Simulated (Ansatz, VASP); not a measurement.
# Ru in VASP and in Ansatz

Contents of INCAR:

```
SYSTEM = Ru
PREC     = Accurate       ! precision mode
ENCUT    = 520            ! plane-wave cutoff, eV
EDIFF    = 1E-6           ! SCF threshold, eV
ISMEAR   = -1             ! smearing method
SIGMA    = 0.05           ! smearing width, eV
LREAL    = .False.        ! projectors in reciprocal space
LASPH    = .True.         ! aspherical terms in the spheres
NELM     = 100            ! most SCF steps
ALGO     = Fast           ! electronic algorithm
ISIF     = 2              ! what is computed and relaxed
LWAVE    = .False.        ! write WAVECAR
LCHARG   = .True.         ! write CHGCAR
GGA      = PE             ! functional
LELF     = .True.         ! ELF
LVHAR    = .True.       
NBANDS   = 21             ! bands
```

The input KPOINTS:

```
regular mesh
0
Gamma
  9 9 5
  0 0 0
```

POSCAR

```
Ru
1.0
    2.7058000000      0.0000000000      0.0000000000
   -1.3529000000      2.3432915376      0.0000000000
    0.0000000000      0.0000000000      4.2819000000
Ru
2
Direct
    0.6666666667      0.3333333333      0.7500000000
    0.3333333333      0.6666666667      0.2500000000
```

Contents of input.yaml:

```yaml
crystal:
  lattice:
    - [2.7058, 0.0, 0.0]
    - [-1.3529, 2.3432915376, 0.0]
    - [0.0, 0.0, 4.2819]
  atoms:
    - { symbol: Ru, position: [0.6666666667, 0.3333333333, 0.75] }
    - { symbol: Ru, position: [0.3333333333, 0.6666666667, 0.25] }
hamiltonian:
  xc: pbe
  pseudopotentials: { kind: paw }
kpoints:
  mp_grid: { grid: [9, 9, 5] }
  band_path:
    path:
      - [[0.0, 0.0, 0.0], [0.5, 0.0, 0.0], [0.3333333333, 0.3333333333, 0.0], [0.0, 0.0, 0.0], [0.0, 0.0, 0.5], [0.5, 0.0, 0.5], [0.3333333333, 0.3333333333, 0.5], [0.0, 0.0, 0.5]]
      - [[0.5, 0.0, 0.5], [0.5, 0.0, 0.0]]
      - [[0.3333333333, 0.3333333333, 0.0], [0.3333333333, 0.3333333333, 0.5]]
    npoints: 14
scf:
  occupations: { method: fermi_dirac, width: 0.05 }
  n_extra_bands: 6
output:
  forces: true
  stress: true
  eigenvalues: true
  fatbands: false
```

Alike in both runs: functional PBE; k mesh 9 × 9 × 5; occupations fermi-dirac, width 0.05 eV; no spin polarisation.

```csv
,VASP,Ansatz
version,VASP 6.6.1,Ansatz 0.2.0
potentials or method,"VASP PAW PBE potentials, release 64 (Ru_pv)",Ansatz PAW
plane-wave cutoff (eV),520,420
valence electrons in the cell,28,32
task,single point,band structure
```

|  | VASP | Ansatz | Ansatz less VASP |
| --- | --- | --- | --- |
| gap on the k mesh at the Fermi level (eV) | none | none | - |
| pressure (GPa) | 4.3 | 4.3 | +0.05 |

A gap of «none» marks a metal or a gap that the smearing closes. VASP's potentials hold 28 valence electrons a cell and Ansatz's 32, so a difference there can come from the potentials and not from the codes.
